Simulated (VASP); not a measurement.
# Nb3Sn (Pm-3n) in VASP: single point with PBE

Aim: the single point of Nb3Sn with PBE.

Everything below comes from runs of VASP 6.6.1. Logs are shortened: lines on timing, memory, paths and dates and some standing lists are left out, and cuts for length are marked.

**1. The cell of the first run**

It takes space group Pm-3n (No. 223, cubic). The conventional cell has a = 5.323 Å, b = 5.323 Å, c = 5.323 Å, α = 90.00°, β = 90.00°, γ = 90.00°. Within 3.5 Å of Nb (site symmetry -4m2) lie 10 Nb at 2.66 to 3.26 Å and 4 Sn at 2.98 Å. Sn (site symmetry m-3) has 12 Nb at 2.98 Å within 3.9 Å.

**2. Single point, PBE (18.85 Å³/atom)**

Contents of INCAR:

```
PREC = Accurate
ENCUT = 590
EDIFF = 1E-6
ISMEAR = 0
SIGMA = 0.05
LREAL = F
LASPH = T
NELM = 300
ALGO = All
ISIF = 2
LWAVE = F
LCHARG = F
GGA = PE
NBANDS = 63
GGA_COMPAT = F
ISEARCH = 1
KPAR = 4
```

Contents of KPOINTS:

```
Automatic mesh
0
Gamma
  6 6 6
```

Contents of POSCAR:

```
Nb3Sn
1.0
    5.3225286258      0.0000000000      0.0000000000
    0.0000000000      5.3225286258      0.0000000000
    0.0000000000      0.0000000000      5.3225286258
Nb Sn
6 2
Direct
    0.2500000000      0.0000000000      0.5000000000
    0.5000000000      0.7500000000      0.0000000000
    0.7500000000      0.0000000000      0.5000000000
    0.5000000000      0.2500000000      0.0000000000
    0.0000000000      0.5000000000      0.7500000000
    0.0000000000      0.5000000000      0.2500000000
    0.0000000000      0.0000000000      0.0000000000
    0.5000000000      0.5000000000      0.5000000000
```

Potentials or basis: VASP PAW PBE potentials, release 64 (Nb_sv, Sn_d).

Command:

```bash
cat potpaw_PBE.64/Nb_sv/POTCAR potpaw_PBE.64/Sn_d/POTCAR > POTCAR
mpirun -np 4 vasp_std > vasp.out
```

OUTCAR:

```text
PREC = Accurate
   ENCUT = 590
   EDIFF = 1E-6
   ISMEAR = 0
   LREAL = F
   LASPH = T
   NELM = 300
   ISIF = 2
   GGA = PE

 ion  position               nearest neighbor table
   1  0.250  0.000  0.500-   3 2.66   3 2.66   8 2.98   7 2.98   8 2.98   7 2.98
   2  0.500  0.750  0.000-   4 2.66   4 2.66   8 2.98   8 2.98   7 2.98   7 2.98
   3  0.750  0.000  0.500-   1 2.66   1 2.66   8 2.98   7 2.98   8 2.98   7 2.98
   4  0.500  0.250  0.000-   2 2.66   2 2.66   8 2.98   8 2.98   7 2.98   7 2.98
   5  0.000  0.500  0.750-   6 2.66   6 2.66   8 2.98   7 2.98   7 2.98   8 2.98
   6  0.000  0.500  0.250-   5 2.66   5 2.66   8 2.98   7 2.98   7 2.98   8 2.98
   7  0.000  0.000  0.000-   1 2.98   2 2.98   3 2.98   4 2.98   5 2.98   6 2.98   1 2.98   3 2.98
                             5 2.98   6 2.98   2 2.98   4 2.98
   8  0.500  0.500  0.500-   1 2.98   2 2.98   3 2.98   4 2.98   5 2.98   6 2.98   2 2.98   4 2.98
                             1 2.98   3 2.98   5 2.98   6 2.98

  LATTYP: Found a simple cubic cell.
 ALAT       =     5.3225286258

  Lattice vectors:

 A1 = (   5.3225286258,   0.0000000000,   0.0000000000)
 A2 = (   0.0000000000,   5.3225286258,   0.0000000000)
 A3 = (   0.0000000000,   0.0000000000,   5.3225286258)

Analysis of symmetry for initial positions (statically):
=====================================================================
 Subroutine PRICEL returns:
 Original cell was already a primitive cell.

 Routine SETGRP: Setting up the symmetry group for a
 simple cubic supercell.

 Subroutine GETGRP returns: Found 48 space group operations
 (whereof 24 operations were pure point group operations)
 out of a pool of 48 trial point group operations.

The static configuration has the point symmetry T_h .
 The point group associated with its full space group is O_h .

Analysis of symmetry for dynamics (positions and initial velocities):
=====================================================================
 Subroutine PRICEL returns:
 Original cell was already a primitive cell.

 Routine SETGRP: Setting up the symmetry group for a
 simple cubic supercell.

 Subroutine GETGRP returns: Found 48 space group operations
 (whereof 24 operations were pure point group operations)
 out of a pool of 48 trial point group operations.

The dynamic configuration has the point symmetry T_h .
 The point group associated with its full space group is O_h .

 Subroutine INISYM returns: Found 48 space group operations
 (whereof 24 operations are pure point group operations),
 and found     1 'primitive' translations

----------------------------------------------------------------------------------------

                                     Primitive cell

  volume of cell :     150.7836

  direct lattice vectors                    reciprocal lattice vectors
     5.322528626  0.000000000  0.000000000     0.187880624  0.000000000  0.000000000
     0.000000000  5.322528626  0.000000000     0.000000000  0.187880624  0.000000000
     0.000000000  0.000000000  5.322528626     0.000000000  0.000000000  0.187880624

  length of vectors
     5.322528626  5.322528626  5.322528626     0.187880624  0.187880624  0.187880624

  position of ions in fractional coordinates (direct lattice)
     0.250000000  0.000000000  0.500000000
     0.500000000  0.750000000  0.000000000
     0.750000000  0.000000000  0.500000000
     0.500000000  0.250000000  0.000000000
     0.000000000  0.500000000  0.750000000
     0.000000000  0.500000000  0.250000000
     0.000000000  0.000000000  0.000000000
     0.500000000  0.500000000  0.500000000

  ion indices of the primitive-cell ions
   primitive index   ion index
                 1           1
                 2           2
                 3           3
                 4           4
                 5           5
                 6           6
                 7           7
                 8           8

----------------------------------------------------------------------------------------

 KPOINTS: Automatic mesh

Automatic generation of k-mesh.
 Grid dimensions read from file:
 generate k-points for:    6    6    6

 Generating k-lattice:

  Cartesian coordinates                     Fractional coordinates (reciprocal lattice)
     0.031313437  0.000000000  0.000000000     0.166666667  0.000000000  0.000000000
     0.000000000  0.031313437  0.000000000     0.000000000  0.166666667  0.000000000
     0.000000000  0.000000000  0.031313437     0.000000000  0.000000000  0.166666667

  Length of vectors
     0.031313437  0.031313437  0.031313437

  Shift w.r.t. Gamma in fractional coordinates (k-lattice)
     0.000000000  0.000000000  0.000000000

 Subroutine IBZKPT returns following result:
 ===========================================

 Found     20 irreducible k-points:

 Following reciprocal coordinates:
            Coordinates               Weight
  0.000000  0.000000  0.000000      1.000000
  0.166667  0.000000  0.000000      6.000000
  0.333333  0.000000  0.000000      6.000000
  0.500000  0.000000  0.000000      3.000000
  0.166667  0.166667  0.000000     12.000000
  0.333333  0.166667  0.000000     24.000000
[... 12 lines left out ...]
  0.500000  0.500000  0.333333      6.000000
  0.500000  0.500000  0.500000      1.000000
   k-points           NKPTS =     20   k-points in BZ     NKDIM =     20   number of bands    NBANDS=     63
   number of dos      NEDOS =    301   number of ions     NIONS =      8
   total plane-waves  NPLWV =  74088
   dimension x,y,z NGX =    42 NGY =   42 NGZ =   42
   dimension x,y,z NGXF=    84 NGYF=   84 NGZF=   84
   ions per type =               6   2
   NGX,Y,Z   is equivalent  to a cutoff of  13.12, 13.12, 13.12 a.u.
   NGXF,Y,Z  is equivalent  to a cutoff of  26.24, 26.24, 26.24 a.u.
 SYSTEM =  unknown system
   PREC   = accura    normal or accurate (medium, high low for compatibility)
   ISTART =      0    job   : 0-new  1-cont  2-samecut
   ICHARG =      2    charge: 1-file 2-atom 10-const
   ISPIN  =      1    spin polarized calculation?
   LNONCOLLINEAR =      F non collinear calculations
   LSORBIT =      F    spin-orbit coupling
   LASPH  =      T    aspherical Exc in radial PAW
   ENCUT  =  590.0 eV  43.36 Ry    6.59 a.u.  10.54 10.54 10.54*2*pi/ulx,y,z
   NELM   =    300;   NELMIN=  2; NELMDL= -5     # of ELM steps
   EDIFF  = 0.1E-05   stopping-criterion for ELM
   LREAL  =      F    real-space projection
   EDIFFG = 0.1E-04   stopping-criterion for IOM
   NSW    =      0    number of steps for IOM
   IBRION =     -1    ionic relax: 0-MD 1-quasi-New 2-CG
   NFREE  =      0    steps in history (QN), initial steepest desc. (CG)
   ISIF   =      2    stress and relaxation
   ISYM   =      2    0-nonsym 1-usesym 2-fastsym
   POTIM  = 0.5000    time-step for ionic-motion
   TEBEG  =    0.0;   TEEND  =   0.0 temperature during run
   PSTRESS=    0.0 pullay stress
   NELECT =     106.0000    total number of electrons
   NUPDOWN=      -1.0000    fix difference up-down
   EMIN   =  10.00;   EMAX   =-10.00  energy-range for DOS
   EFERMI =   0.00;   METHOD = LEGACY
   ISMEAR =     0;   SIGMA  =   0.05  broadening in eV -4-tet -1-fermi 0-gaus
   EFERMI_NEDOS =   21; number of points for ismear=-14 and -15
   IALGO  =     58    algorithm
   IMIX   =      4    mixing-type and parameters
     AMIX     =   0.40;   BMIX     =  1.00
     AMIX_MAG =   1.60;   BMIX_MAG =  1.00
  volume/ion in A,a.u.               =      18.85       127.19
  Fermi-wavevector in a.u.,A,eV,Ry     =   1.455656  2.750791 28.829856  2.118935
  Thomas-Fermi vector in A             =   2.572665
   LORBIT       =      0    0 simple, 1 ext, 2 COOP (PROOUT), +10 PAW based schemes
   GGA     = PE    functional components
   LHFCALC =     F    Hartree Fock is set to
   AEXX    =    0.0000 exact exchange contribution
   IVDW    =     0    specifies the selected vdW correction
   LEPSILON=     F    determine dielectric tensor
   LRPA    =     F    only Hartree local field effects (RPA)
 non-spin polarized calculation
 Gauss-broadening in eV      SIGMA  =   0.05
  energy-cutoff  :      590.00
  volume of cell :      150.78
 maximum number of plane-waves:      4945
   NGX = 21   NGY = 21   NGZ = 21

 number of electron     106.0000018 magnetization

 Free energy of the ion-electron system (eV)
  ---------------------------------------------------
  ext. energy  EPLUGINS =         0.00000000
  ---------------------------------------------------
  free energy    TOTEN  =       -70.37194050 eV

  energy without entropy =      -70.35241413  energy(sigma->0) =      -70.36217731

 E-fermi :  11.1340     XC(G=0): -12.2483

 val. band max:       11.1313475018   @ k =   0.1667   0.0000   0.0000
 cond. band min:      11.1368770011   @ k =   0.1667   0.1667   0.1667
 fundamental gap:      0.0055294993
 Fermi energy:        11.1340174970

 k-point     1 :       0.0000    0.0000    0.0000
  band No.  band energies     occupation
      1     -43.4858      2.00000
      2     -43.4200      2.00000
      3     -43.4200      2.00000
      4     -43.2146      2.00000
      5     -43.2146      2.00000
      6     -43.2146      2.00000
[... 55 lines left out ...]
     62      14.7806      0.00000
     63      14.8589      0.00000

 k-point     2 :       0.1667    0.0000    0.0000
  band No.  band energies     occupation
      1     -43.4784      2.00000
      2     -43.4233      2.00000
      3     -43.4096      2.00000
      4     -43.2298      2.00000
      5     -43.2146      2.00000
      6     -43.2146      2.00000
[... 55 lines left out ...]
     62      14.6009      0.00000
     63      14.8199      0.00000

 k-point     3 :       0.3333    0.0000    0.0000
  band No.  band energies     occupation
      1     -43.4624      2.00000
      2     -43.4325      2.00000
      3     -43.3767      2.00000
      4     -43.2710      2.00000
      5     -43.2146      2.00000
      6     -43.2146      2.00000
[... 1111 lines left out ...]
     62      13.9953      0.00000
     63      14.1143      0.00000

 k-point    20 :       0.5000    0.5000    0.5000
  band No.  band energies     occupation
      1     -43.3298      2.00000
      2     -43.3298      2.00000
      3     -43.3298      2.00000
      4     -43.3298      2.00000
      5     -43.3298      2.00000
      6     -43.3298      2.00000
[... 55 lines left out ...]
     62      13.6846      0.00000
     63      13.8341      0.00000

------------------------ aborting loop because EDIFF is reached ----------------------------------------

  FORCE on cell =-STRESS in cart. coord.  units (eV):
  Direction    XX          YY          ZZ          XY          YZ          ZX
  --------------------------------------------------------------------------------------
  -------------------------------------------------------------------------------------
  Total       -0.5525061     -0.5525061     -0.5525061     -0.0000000     -0.0000000      0.0000000
  in kB       -5.8707503     -5.8707503     -5.8707503     -0.0000000     -0.0000000      0.0000000
  external PRESSURE =      -5.8707503 kB  Pullay stress =       0.0000000 kB

 VOLUME and BASIS-vectors are now :
 -----------------------------------------------------------------------------
  energy-cutoff  :      590.00
  volume of cell :      150.78
      direct lattice vectors                 reciprocal lattice vectors
     5.322528626  0.000000000  0.000000000     0.187880624  0.000000000  0.000000000
     0.000000000  5.322528626  0.000000000     0.000000000  0.187880624  0.000000000
     0.000000000  0.000000000  5.322528626     0.000000000  0.000000000  0.187880624

 POSITION                                       TOTAL-FORCE (eV/Angst)
 -----------------------------------------------------------------------------------
      1.33063      0.00000      2.66126         0.000000     -0.000000     -0.000000
      2.66126      3.99190      0.00000         0.000000      0.000000     -0.000000
      3.99190      0.00000      2.66126        -0.000000      0.000000     -0.000000
      2.66126      1.33063      0.00000        -0.000000     -0.000000      0.000000
      0.00000      2.66126      3.99190        -0.000000      0.000000      0.000000
      0.00000      2.66126      1.33063         0.000000     -0.000000     -0.000000
      0.00000      0.00000      0.00000         0.000000     -0.000000      0.000000
      2.66126      2.66126      2.66126         0.000000     -0.000000      0.000000
 -----------------------------------------------------------------------------------
    total drift:                                0.000000     -0.000000     -0.000000

  FREE ENERGIE OF THE ION-ELECTRON SYSTEM (eV)
  ---------------------------------------------------
  free  energy   TOTEN  =       -70.3719404952 eV

  energy  without entropy=      -70.3524145475  energy(sigma->0) =      -70.36217752
```

Wall time 4.1 min (4 MPI ranks of Intel Xeon Platinum 8259CL at 2.50GHz (Skylake/Cascade Lake), shared host); peak memory 0.54 GiB.

Results:

```
Free energy            : -70.3719 eV
Pressure               : -0.6 GPa
Band gap on the k mesh : zero (bands 53 and 54 overlap by 0.57 eV)
```

Caveat: spin-orbit coupling is left out, which moves the levels of the heavy elements.
